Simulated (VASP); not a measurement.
A run of VASP 6.6.1 is set up as follows.

INCAR

```
SYSTEM = VMoS4
ALGO = Normal
EDIFF = 1E-6
ENCUT = 520
GGA = PE
ISIF = 2
ISMEAR = 0
ISPIN = 2
LASPH = .True.
LCHARG = .True.
LELF = .True.
LMAXMIX = 4
LORBIT = 11
LREAL = .False.
LVHAR = .True.
LWAVE = .False.
MAGMOM = 2 1 0 0 0 0
NBANDS = 38
NELM = 150
PREC = Accurate
SIGMA = 0.1
```

Contents of KPOINTS:

```
k-points
0
Gamma
  4 4 4
  0 0 0
```

Contents of POSCAR:

```
VMoS4
1.0
    2.0669390945     -6.4578312540      0.0000000000
    2.0669390945      6.4578312540      0.0000000000
    0.0000000000      0.0000000000      4.1345577910
V Mo S
1 1 4
Direct
    0.0000000000      0.0000000000      0.0000000000
    0.5000000000      0.5000000000      0.5000000000
    0.6114599446      0.3885400554      0.0000000000
    0.1114878452      0.8885121548      0.5000000000
    0.8885121548      0.1114878452      0.5000000000
    0.3885400554      0.6114599446      0.0000000000
```

Potentials or basis: VASP PAW PBE potentials, release 64 (V_sv, Mo_sv, S).

Run with:

```bash
$ cat potpaw_PBE.64/V_sv/POTCAR potpaw_PBE.64/Mo_sv/POTCAR potpaw_PBE.64/S/POTCAR > POTCAR
$ mpirun -np 1 vasp_std > vasp.out
```

Q: Estimate the pressure.

A: 0.0 GPa.

Q: What does it give for the largest force?

A: 0.007 eV/Å.

Q: Estimate the net moment.

A: -0.13 μB per cell.

Q: Predict the site moments.

A: V -0.61; Mo +0.38; S +0.02 μB.

Stress tensor (GPa, compression positive):
```
-0.10  0.00  0.00
 0.00  0.17  0.00
 0.00  0.00 -0.11
```

Caveat: the k points lie up to 0.40 Å⁻¹ apart.
